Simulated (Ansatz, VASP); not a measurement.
# One calculation of CdS, two programs

Contents of POSCAR:

```
CdS
1.0
    4.1646212284      0.0000000000      0.0000000000
   -2.0823106142      3.6066677809      0.0000000000
    0.0000000000      0.0000000000      6.7659754677
Cd S
2 2
Direct
    0.3333333333      0.6666666667     -0.0009650866
    0.6666666667      0.3333333333      0.4990349134
    0.3333333333      0.6666666667      0.3759650866
    0.6666666667      0.3333333333      0.8759650866
```

Contents of INCAR.step1:

```
SYSTEM = CdS
PREC = Accurate ; ENCUT = 520
ISMEAR = 0 ; SIGMA = 0.01
LREAL = .FALSE. ; LASPH = .TRUE.
NELM = 100 ; NBANDS = 26
GGA = PE ; ALGO = Normal
EDIFF = 1E-4 ; LWAVE = .TRUE.
LCHARG = .FALSE.
```

File INCAR.step2:

```
SYSTEM = CdS
PREC = Accurate ; ENCUT = 520
EDIFF = 1E-7 ; ISMEAR = 0
SIGMA = 0.01 ; LREAL = .FALSE.
LASPH = .TRUE. ; NELM = 100
ALGO = Normal ; ISIF = 2
LWAVE = .FALSE. ; LCHARG = .FALSE.
METAGGA = R2SCAN ; LMIXTAU = .TRUE.
NBANDS = 26 ; ISTART = 1
```

Contents of KPOINTS:

```
Automatic mesh
0
G
  6 6 4
  0 0 0
```

Input for Ansatz:

```yaml
crystal:
  lattice:
    - [4.1646212284, 0.0, 0.0]
    - [-2.0823106142, 3.6066677809, 0.0]
    - [0.0, 0.0, 6.7659754677]
  atoms:
    - { symbol: Cd, position: [0.3333333333, 0.6666666667, -0.0009650866] }
    - { symbol: Cd, position: [0.6666666667, 0.3333333333, 0.4990349134] }
    - { symbol: S, position: [0.3333333333, 0.6666666667, 0.3759650866] }
    - { symbol: S, position: [0.6666666667, 0.3333333333, 0.8759650866] }
kpoints:
  mp_grid: { grid: [6, 6, 4] }
hamiltonian:
  xc: r2scan
scf:
  occupations: { method: fixed }
output:
  optics:
    e_range: [0, 12]
    de: 0.05
    sigma: 0.1
    bands: { spectra_wanted_up_to: 12 }
```

Alike in both runs: task single point; functional r2SCAN; k mesh 6 × 6 × 4; no spin polarisation.

|  | VASP | Ansatz |
| --- | --- | --- |
| version | VASP 6.6.1 | Ansatz 0.2.0 |
| potentials or method | VASP PAW PBE potentials, release 64 (Cd, S) | plane waves, PAW |
| plane-wave cutoff (eV) | 520 | 500 |
| occupations | gaussian, width 0.01 eV | fixed |
| valence electrons in the cell | 36 | 52 |

```csv
,VASP,Ansatz,Ansatz less VASP
gap on the k mesh at the Fermi level (eV),1.63,1.63,+0.005
```

VASP's potentials were made for PBE, not for r2SCAN. VASP's potentials hold 36 valence electrons a cell and Ansatz's 52, so a difference there can come from the potentials and not from the codes.
